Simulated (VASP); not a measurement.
Here is a VASP 6.6.1 calculation.

The input POSCAR:

```
Ta
1.0
   -1.6580136777      1.6580136777      1.6580136777
    1.6580136777     -1.6580136777      1.6580136777
    1.6580136777      1.6580136777     -1.6580136777
Ta
1
Direct
    0.0000000000      0.0000000000      0.0000000000
```

File INCAR.step1:

```
SYSTEM = Ta
PREC = Accurate
ENCUT = 520
ISMEAR = 0
SIGMA = 0.05
LREAL = .FALSE.
LASPH = .TRUE.
NELM = 100
NBANDS = 12
GGA = PE
ALGO = Normal
EDIFF = 1E-4
LWAVE = .TRUE.
LCHARG = .FALSE.
```

The input INCAR.step2:

```
SYSTEM = Ta
PREC = Accurate
ENCUT = 520
EDIFF = 1E-6
ISMEAR = 0
SIGMA = 0.05
LREAL = .FALSE.
LASPH = .TRUE.
NELM = 100
ALGO = Normal
ISIF = 2
LWAVE = .FALSE.
LCHARG = .TRUE.
METAGGA = R2SCAN
LMIXTAU = .TRUE.
LELF = .TRUE.
LVHAR = .TRUE.
NBANDS = 12
ISTART = 1
```

Contents of KPOINTS:

```
Automatic mesh
0
G
  9 9 9
  0 0 0
```

Potentials or basis: VASP PAW PBE potentials, release 64 (Ta_pv).

Run with:

```bash
$ cat potpaw_PBE.64/Ta_pv/POTCAR > POTCAR
$ cp INCAR.step1 INCAR
$ mpirun -np 1 vasp_std > vasp.out
$ cp INCAR.step2 INCAR
$ mpirun -np 1 vasp_std > vasp.out
```

Estimate the pressure.

0.6 GPa.

Caveat: the PAW data sets were made with another functional, which shifts forces and pressure a little.
